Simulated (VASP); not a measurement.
Runs of VASP 6.6.1 on LiCl. The structure is cubic, space group Pm-3m (No. 221). Conventional cell: a = 3.271 Å, b = 3.271 Å, c = 3.271 Å, α = 90.00°, β = 90.00°, γ = 90.00°. Within 3.7 Å of Li (site symmetry m-3m) lie 8 Cl at 2.83 Å and 6 Li at 3.27 Å. Cl (site symmetry m-3m) has 8 Li at 2.83 Å and 6 Cl at 3.27 Å within 3.7 Å. 

```csv
level,potentials or basis,k mesh,grid for exact exchange (PRECFOCK),screening parameter,gap on the mesh (eV)
PBE,"VASP PAW PBE potentials, release 64 (Li_sv, Cl)",6 × 6 × 6,-,-,(b)
HSE06,"VASP PAW PBE potentials, release 64 (Li_sv, Cl)",4 × 4 × 4,Normal,0.2079 1/Å,(a)
PBE,"VASP PAW PBE potentials, release 64 (Li_sv, Cl)",4 × 4 × 4,-,-,4.42
r2SCAN,"VASP PAW PBE potentials, release 64 (Li_sv, Cl)",4 × 4 × 4,-,-,5.38
LDA,"VASP PAW LDA potentials, release 64 (Li_sv, Cl)",4 × 4 × 4,-,-,4.14
```

Alike in all rows: task single point; no spin polarisation; cell as given; cutoff (eV) 520; smearing gaussian 0.01 eV.

Q: Fill in the values left out.

A: (a) 5.70; (b) 4.43.

Caveats: some runs use coarse meshes.

A k mesh can miss the band edges.
